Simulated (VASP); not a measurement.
# Tc (Im-3m) in VASP: notebook

The runs below take Tc through single point, relaxation of cell and atoms, with r2SCAN.

All numbers are computed with VASP 6.6.1; they aren't measurements. Logs are shortened: lines on timing, memory, paths and dates and some standing lists are left out, and cuts for length are marked.

## Step 1: The cell of the first run

The structure is cubic, space group Im-3m (No. 229). Conventional cell: a = 3.064 Å, b = 3.064 Å, c = 3.064 Å, α = 90.00°, β = 90.00°, γ = 90.00°. Within 3.5 Å of Tc (site symmetry m-3m) lie 14 Tc at 2.65 to 3.06 Å.

This isn't the form of Tc at room conditions, which is hcp.

## Step 2: Single point, r2SCAN

Input file POSCAR:

```
Tc
1.0
   -1.5319446103      1.5319446103      1.5319446103
    1.5319446103     -1.5319446103      1.5319446103
    1.5319446103      1.5319446103     -1.5319446103
Tc
1
Direct
    0.0000000000      0.0000000000      0.0000000000
```

Input file INCAR.step1:

```
SYSTEM = Tc
PREC = Accurate ; ENCUT = 520
ISMEAR = -1 ; SIGMA = 0.05
LREAL = .FALSE. ; LASPH = .TRUE.
NELM = 60 ; NBANDS = 12
GGA = PE ; ALGO = Normal
EDIFF = 1E-4 ; LWAVE = .TRUE.
LCHARG = .FALSE.
```

Input file INCAR.step2:

```
SYSTEM = Tc
PREC = Accurate ; ENCUT = 520
EDIFF = 1E-7 ; ISMEAR = -1
SIGMA = 0.05 ; LREAL = .FALSE.
LASPH = .TRUE. ; NELM = 60
ALGO = Normal ; ISIF = 2
LWAVE = .FALSE. ; LCHARG = .TRUE.
METAGGA = R2SCAN ; LMIXTAU = .TRUE.
LELF = .TRUE. ; LVHAR = .TRUE.
NBANDS = 12 ; ISTART = 1
```

Input file KPOINTS:

```
Automatic mesh
0
G
  9 9 9
  0 0 0
```

Potentials or basis: VASP PAW PBE potentials, release 64 (Tc_pv).

Launch:

```sh
$ cat potpaw_PBE.64/Tc_pv/POTCAR > POTCAR
$ cp INCAR.step1 INCAR
$ mpirun -np 1 vasp_std > vasp.out
$ cp INCAR.step2 INCAR
$ mpirun -np 1 vasp_std > vasp.out
```

OUTCAR:

```text
SYSTEM = Tc
   PREC = Accurate
   ENCUT = 520
   EDIFF = 1E-7
   ISMEAR = -1
   LREAL = .FALSE.
   LASPH = .TRUE.
   NELM = 60
   ISIF = 2
   METAGGA = R2SCAN
   ISTART = 1

 ion  position               nearest neighbor table
   1  0.000  0.000  0.000-

  LATTYP: Found a body centered cubic cell.
 ALAT       =     3.0638892206

  Lattice vectors:

 A1 = (  -1.5319446103,   1.5319446103,   1.5319446103)
 A2 = (   1.5319446103,  -1.5319446103,   1.5319446103)
 A3 = (   1.5319446103,   1.5319446103,  -1.5319446103)

Analysis of symmetry for initial positions (statically):
=====================================================================
 Subroutine PRICEL returns:
 Original cell was already a primitive cell.

 Routine SETGRP: Setting up the symmetry group for a
 body centered cubic supercell.

 Subroutine GETGRP returns: Found 48 space group operations
 (whereof 48 operations were pure point group operations)
 out of a pool of 48 trial point group operations.

The static configuration has the point symmetry O_h .

Analysis of symmetry for dynamics (positions and initial velocities):
=====================================================================
 Subroutine PRICEL returns:
 Original cell was already a primitive cell.

 Routine SETGRP: Setting up the symmetry group for a
 body centered cubic supercell.

 Subroutine GETGRP returns: Found 48 space group operations
 (whereof 48 operations were pure point group operations)
 out of a pool of 48 trial point group operations.

The dynamic configuration has the point symmetry O_h .

 Subroutine INISYM returns: Found 48 space group operations
 (whereof 48 operations are pure point group operations),
 and found     1 'primitive' translations

----------------------------------------------------------------------------------------

                                     Primitive cell

  volume of cell :      14.3810

  direct lattice vectors                    reciprocal lattice vectors
    -1.531944610  1.531944610  1.531944610     0.000000000  0.326382558  0.326382558
     1.531944610 -1.531944610  1.531944610     0.326382558  0.000000000  0.326382558
     1.531944610  1.531944610 -1.531944610     0.326382558  0.326382558  0.000000000

  length of vectors
     2.653405899  2.653405899  2.653405899     0.461574639  0.461574639  0.461574639

  position of ions in fractional coordinates (direct lattice)
     0.000000000  0.000000000  0.000000000

  ion indices of the primitive-cell ions
   primitive index   ion index
                 1           1

----------------------------------------------------------------------------------------

 KPOINTS: Automatic mesh

Automatic generation of k-mesh.
 Grid dimensions read from file:
 generate k-points for:    9    9    9

 Generating k-lattice:

  Cartesian coordinates                     Fractional coordinates (reciprocal lattice)
     0.000000000  0.036264729  0.036264729     0.111111111  0.000000000  0.000000000
     0.036264729  0.000000000  0.036264729     0.000000000  0.111111111  0.000000000
     0.036264729  0.036264729  0.000000000     0.000000000  0.000000000  0.111111111

  Length of vectors
     0.051286071  0.051286071  0.051286071

  Shift w.r.t. Gamma in fractional coordinates (k-lattice)
     0.000000000  0.000000000  0.000000000

 Subroutine IBZKPT returns following result:
 ===========================================

 Found     35 irreducible k-points:

 Following reciprocal coordinates:
            Coordinates               Weight
  0.000000  0.000000  0.000000      1.000000
  0.111111  0.000000  0.000000     12.000000
  0.222222  0.000000  0.000000     12.000000
  0.333333  0.000000  0.000000     12.000000
  0.444444  0.000000  0.000000     12.000000
  0.111111  0.111111  0.000000     24.000000
[... 16 lines left out ...]
 -0.333333  0.444444  0.111111     48.000000
 -0.444444 -0.444444  0.111111     24.000000
 [... further k-points ...]
   k-points           NKPTS =     35   k-points in BZ     NKDIM =     35   number of bands    NBANDS=     12
   number of dos      NEDOS =    301   number of ions     NIONS =      1
   total plane-waves  NPLWV =   8000
   dimension x,y,z NGX =    20 NGY =   20 NGZ =   20
   dimension x,y,z NGXF=    40 NGYF=   40 NGZF=   40
   ions per type =               1
   NGX,Y,Z   is equivalent  to a cutoff of  12.53, 12.53, 12.53 a.u.
   NGXF,Y,Z  is equivalent  to a cutoff of  25.06, 25.06, 25.06 a.u.
 SYSTEM =  Tc
   PREC   = accura    normal or accurate (medium, high low for compatibility)
   ISTART =      1    job   : 0-new  1-cont  2-samecut
   ICHARG =      0    charge: 1-file 2-atom 10-const
   ISPIN  =      1    spin polarized calculation?
   LNONCOLLINEAR =      F non collinear calculations
   LSORBIT =      F    spin-orbit coupling
   LASPH  =      T    aspherical Exc in radial PAW
   ENCUT  =  520.0 eV  38.22 Ry    6.18 a.u.   4.93  4.93  4.93*2*pi/ulx,y,z
   NELM   =     60;   NELMIN=  2; NELMDL=  0     # of ELM steps
   EDIFF  = 0.1E-06   stopping-criterion for ELM
   LREAL  =      F    real-space projection
   EDIFFG = 0.1E-05   stopping-criterion for IOM
   NSW    =      0    number of steps for IOM
   IBRION =     -1    ionic relax: 0-MD 1-quasi-New 2-CG
   NFREE  =      0    steps in history (QN), initial steepest desc. (CG)
   ISIF   =      2    stress and relaxation
   ISYM   =      2    0-nonsym 1-usesym 2-fastsym
   POTIM  = 0.5000    time-step for ionic-motion
   TEBEG  =    0.0;   TEEND  =   0.0 temperature during run
   PSTRESS=    0.0 pullay stress
   NELECT =      13.0000    total number of electrons
   NUPDOWN=      -1.0000    fix difference up-down
   EMIN   =  10.00;   EMAX   =-10.00  energy-range for DOS
   EFERMI =   0.00;   METHOD = LEGACY
   ISMEAR =    -1;   SIGMA  =   0.05  broadening in eV -4-tet -1-fermi 0-gaus
   EFERMI_NEDOS =   21; number of points for ismear=-14 and -15
   IALGO  =     38    algorithm
   IMIX   =      4    mixing-type and parameters
     AMIX     =   0.40;   BMIX     =  1.00
     AMIX_MAG =   1.60;   BMIX_MAG =  1.00
  volume/ion in A,a.u.               =      14.38        97.05
  Fermi-wavevector in a.u.,A,eV,Ry     =   1.582922  2.991289 34.091336  2.505643
  Thomas-Fermi vector in A             =   2.682771
   LORBIT       =      0    0 simple, 1 ext, 2 COOP (PROOUT), +10 PAW based schemes
   METAGGA = R2SCAN    functional components
   LHFCALC =     F    Hartree Fock is set to
   AEXX    =    0.0000 exact exchange contribution
   IVDW    =     0    specifies the selected vdW correction
   LEPSILON=     F    determine dielectric tensor
   LRPA    =     F    only Hartree local field effects (RPA)
 non-spin polarized calculation
  energy-cutoff  :      520.00
  volume of cell :       14.38
 maximum number of plane-waves:       402
   NGX =  9   NGY =  9   NGZ =  9

 number of electron      13.0000005 magnetization

 Free energy of the ion-electron system (eV)
  ---------------------------------------------------
  ext. energy  EPLUGINS =         0.00000000
  ---------------------------------------------------
  free energy    TOTEN  =       -25.75391060 eV

  energy without entropy =      -25.74098888  energy(sigma->0) =      -25.74744974

 E-fermi :  13.1525     XC(G=0): -15.0947

 val. band max:       13.1305784047   @ k =  -0.4444   0.4444   0.3333
 cond. band min:      13.2133652896   @ k =   0.2222   0.2222   0.0000
 fundamental gap:      0.0827868850
 Fermi energy:        13.1524592333

 k-point     1 :       0.0000    0.0000    0.0000
  band No.  band energies     occupation
      1     -26.9456      2.00000
      2     -26.9456      2.00000
      3     -26.9456      2.00000
      4       4.7608      2.00000
      5      10.6172      2.00000
      6      10.6172      2.00000
      7      10.6172      2.00000
      8      13.8469      0.00000
      9      13.8469      0.00000
     10      29.7158      0.00000
     11      29.7158      0.00000
     12      29.7158      0.00000

 k-point     2 :       0.1111    0.0000    0.0000
  band No.  band energies     occupation
      1     -27.1150      2.00000
      2     -26.9981      2.00000
      3     -26.9466      2.00000
      4       5.3282      2.00000
      5      10.3287      2.00000
      6      10.5690      2.00000
      7      11.1386      2.00000
      8      13.4916      0.00226
      9      13.8622      0.00000
     10      30.0277      0.00000
     11      30.4797      0.00000
     12      30.6490      0.00000

 k-point     3 :       0.2222    0.0000    0.0000
  band No.  band energies     occupation
      1     -27.5309      2.00000
      2     -27.1292      2.00000
      3     -26.9492      2.00000
      4       6.5955      2.00000
      5       9.6667      2.00000
      6      10.4890      2.00000
      7      12.6029      1.99997
      8      13.2333      0.33150
      9      13.9588      0.00000
     10      29.7707      0.00000
     11      30.6474      0.00000
     12      33.1765      0.00000

 k-point     4 :       0.3333    0.0000    0.0000
  band No.  band energies     occupation
      1     -27.9836      2.00000
      2     -27.2755      2.00000
      3     -26.9523      2.00000
      4       7.0497      2.00000
      5       9.0057      2.00000
      6      11.6799      2.00000
      7      13.5694      0.00048
      8      14.1803      0.00000
      9      14.6517      0.00000
     10      27.9961      0.00000
     11      28.0174      0.00000
     12      35.6676      0.00000

 k-point     5 :       0.4444    0.0000    0.0000
  band No.  band energies     occupation
      1     -28.2685      2.00000
      2     -27.3691      2.00000
      3     -26.9543      2.00000
      4       6.7598      2.00000
      5       8.6147      2.00000
      6      13.5930      0.00030
      7      14.0998      0.00000
      8      14.4035      0.00000
      9      16.4000      0.00000
     10      25.1895      0.00000
     11      26.5924      0.00000
     12      32.4911      0.00000
[... 228 lines left out ...]
      1     -27.8050      2.00000
      2     -27.3482      2.00000
      3     -27.1534      2.00000
      4       8.0219      2.00000
      5       9.6051      2.00000
      6      10.4841      2.00000
      7      11.9949      2.00000
      8      13.8867      0.00000
      9      15.4386      0.00000
     10      28.8371      0.00000
     11      30.5491      0.00000
     12      33.8563      0.00000

 k-point    22 :      -0.4444    0.4444    0.1111
  band No.  band energies     occupation
      1     -28.2229      2.00000
      2     -27.4303      2.00000
      3     -27.0701      2.00000
      4       7.1868      2.00000
      5       9.1771      2.00000
      6      11.4556      2.00000
      7      13.1164      1.34575
      8      16.3005      0.00000
      9      16.8803      0.00000
     10      25.0924      0.00000
     11      27.9541      0.00000
     12      31.4039      0.00000

 k-point    23 :      -0.3333    0.4444    0.1111
  band No.  band energies     occupation
      1     -28.0648      2.00000
      2     -27.5206      2.00000
      3     -27.1627      2.00000
      4       8.0075      2.00000
      5       9.3546      2.00000
      6      10.4264      2.00000
      7      12.7475      1.99939
      8      14.9999      0.00000
      9      17.7360      0.00000
     10      26.3280      0.00000
     11      28.7072      0.00000
     12      32.0841      0.00000

 k-point    24 :      -0.4444   -0.4444    0.1111
  band No.  band energies     occupation
      1     -28.1669      2.00000
      2     -27.5905      2.00000
      3     -27.1617      2.00000
      4       7.7437      2.00000
      5       9.5227      2.00000
      6      10.3371      2.00000
      7      12.9325      1.97570
      8      15.7391      0.00000
      9      19.7740      0.00000
     10      24.1502      0.00000
     11      27.6836      0.00000
     12      31.1852      0.00000

 [... further k-points ...]
[... 5 lines left out ...]
  --------------------------------------------------------------------------------------
  -------------------------------------------------------------------------------------
  Total        0.0429726      0.0429726      0.0429726      0.0000000      0.0000000     -0.0000000
  in kB        4.7875437      4.7875437      4.7875437      0.0000000      0.0000000     -0.0000000
  external PRESSURE =       4.7875437 kB  Pullay stress =       0.0000000 kB

 VOLUME and BASIS-vectors are now :
 -----------------------------------------------------------------------------
  energy-cutoff  :      520.00
  volume of cell :       14.38
      direct lattice vectors                 reciprocal lattice vectors
    -1.531944610  1.531944610  1.531944610     0.000000000  0.326382558  0.326382558
     1.531944610 -1.531944610  1.531944610     0.326382558  0.000000000  0.326382558
     1.531944610  1.531944610 -1.531944610     0.326382558  0.326382558  0.000000000

 POSITION                                       TOTAL-FORCE (eV/Angst)
 -----------------------------------------------------------------------------------
      0.00000      0.00000      0.00000         0.000000     -0.000000      0.000000
 -----------------------------------------------------------------------------------
    total drift:                                0.000000      0.000000      0.000000

  FREE ENERGIE OF THE ION-ELECTRON SYSTEM (eV)
  ---------------------------------------------------
  free  energy   TOTEN  =       -25.7539106035 eV

  energy  without entropy=      -25.7409888792  energy(sigma->0) =      -25.74744974
```

Run time: 22 s. Hardware: 1 thread of Intel Xeon Platinum 8259CL at 2.50GHz (Skylake/Cascade Lake), shared host; peak memory 0.13 GiB.

What came out:

| Quantity | Value |
| --- | --- |
| Free energy | -25.7539 eV |
| Pressure | 0.5 GPa |
| Band gap on the k mesh | zero (an odd number of electrons rules out a gap without spin polarisation) |

Caveat: the PAW data sets were made with another functional, which shifts forces and pressure a little.

## Step 3: Relaxation of cell and atoms, r2SCAN

POSCAR is that of step 2.

Input file INCAR.step1:

```
PREC = Accurate ; ENCUT = 600
ISMEAR = -1 ; SIGMA = 0.05
LREAL = False ; LASPH = True
NELM = 80 ; GGA = PE
ALGO = Normal ; EDIFF = 1E-4
LWAVE = True ; LCHARG = False
```

Input file INCAR.step2:

```
PREC = Accurate ; ENCUT = 600
EDIFF = 1E-6 ; ISMEAR = -1
SIGMA = 0.05 ; LREAL = False
LASPH = True ; NELM = 80
ALGO = Normal ; ISIF = 3
LWAVE = False ; LCHARG = False
METAGGA = R2SCAN ; LMIXTAU = True
IBRION = 2 ; NSW = 80
EDIFFG = -0.03 ; ISTART = 1
```

Input file KPOINTS:

```
regular mesh
0
Gamma
  9 9 9
```

Potentials or basis: VASP PAW PBE potentials, release 64 (Tc_pv).

Launch:

```sh
$ cat potpaw_PBE.64/Tc_pv/POTCAR > POTCAR
$ cp INCAR.step1 INCAR
$ mpirun -np 1 vasp_std > vasp.out
$ cp INCAR.step2 INCAR
$ mpirun -np 1 vasp_std > vasp.out
```

It took 48 s on 1 thread of Intel Xeon Platinum 8259CL at 2.50GHz (Skylake/Cascade Lake), shared host; peak memory 0.15 GiB.

Results (log left out):

```
Free energy                           : -25.7547 eV
Relaxed volume                        : 14.41 Å³/atom
Relaxed cell                          : a = 2.655 Å, b = 2.655 Å, c = 2.655 Å, α = 109.47°, β = 109.47°, γ = 109.47°
Space group after relaxing (to 0.1 Å) : Im-3m (No. 229)
Energy gained by relaxing             : 0.1 meV/atom
Ionic steps                           : 3
Pressure after relaxing               : 0.0 GPa
Band gap on the k mesh                : zero (an odd number of electrons rules out a gap without spin polarisation)
```

Final structure:
```
Tc
1.0
    -1.53315    1.53315    1.53315
     1.53315   -1.53315    1.53315
     1.53315    1.53315   -1.53315
Tc
1
Direct
  0.00000 0.00000 0.00000
```

Levels at points of the mesh, in eV from the Fermi level:
```tsv
k point	band 4	band 5	band 6	band 7	band 8	band 9
(0.00, 0.00, 0.00)	-8.38	-2.53	-2.53	-2.53	0.69	0.69
```

Caveat: the PAW data sets were made with another functional, which shifts forces and pressure a little.
